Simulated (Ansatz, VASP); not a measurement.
## One calculation of Mo, two programs

File INCAR:

```
ALGO = Normal
EDIFF = 1E-6
ENCUT = 520
GGA = PE
ISIF = 2
ISMEAR = -1
LASPH = T
LCHARG = T
LELF = T
LREAL = F
LVHAR = T
LWAVE = F
NBANDS = 13
NELM = 80
PREC = Accurate
SIGMA = 0.03
```

The input KPOINTS:

```
k-points
0
Gamma
  16 16 16
```

The input POSCAR:

```
Mo
1.0
   -1.5721757002      1.5721757002      1.5958171944
    1.5721757002     -1.5721757002      1.5958171944
    1.5721757002      1.5721757002     -1.5958171944
Mo
1
Direct
    0.0000000000      0.0000000000      0.0000000000
```

Input for Ansatz:

```yaml
crystal:
  lattice:
    - [-1.5721757002, 1.5721757002, 1.5958171944]
    - [1.5721757002, -1.5721757002, 1.5958171944]
    - [1.5721757002, 1.5721757002, -1.5958171944]
  atoms:
    - { symbol: Mo, position: [0.0, 0.0, 0.0] }
kpoints:
  mp_grid: { grid: [16, 16, 16] }
scf:
  occupations: { method: fermi_dirac, width: 0.03 }
hamiltonian:
  xc: pbe
  pseudopotentials: { kind: all_electron, lapw: { basis_error: 0.0005 } }
output:
  forces: true
  stress: true
  eigenvalues: true
```

Change from the starting cell: z stretched by +1 % at fixed volume.

Alike in both runs: task single point; functional PBE; k mesh 16 × 16 × 16; occupations fermi-dirac, width 0.03 eV; no spin polarisation.

|  | VASP | Ansatz |
| --- | --- | --- |
| version | VASP 6.6.1 | Ansatz 0.2.0 |
| potentials or method | VASP PAW PBE potentials, release 64 (Mo_sv), cutoff 520 eV | all-electron LAPW, scalar-relativistic |

Ansatz gave:

| Property | Result |
| --- | --- |
| pressure (GPa) | 0.0 |
| traceless stress, the component that is largest in VASP (GPa) | -3.33 |

Task: Which values does VASP return?

Result: Pressure (GPa): 0.6; traceless stress, the component that is largest in VASP (GPa): -3.33.

Ansatz ran all-electron here, and VASP with PAW potentials.
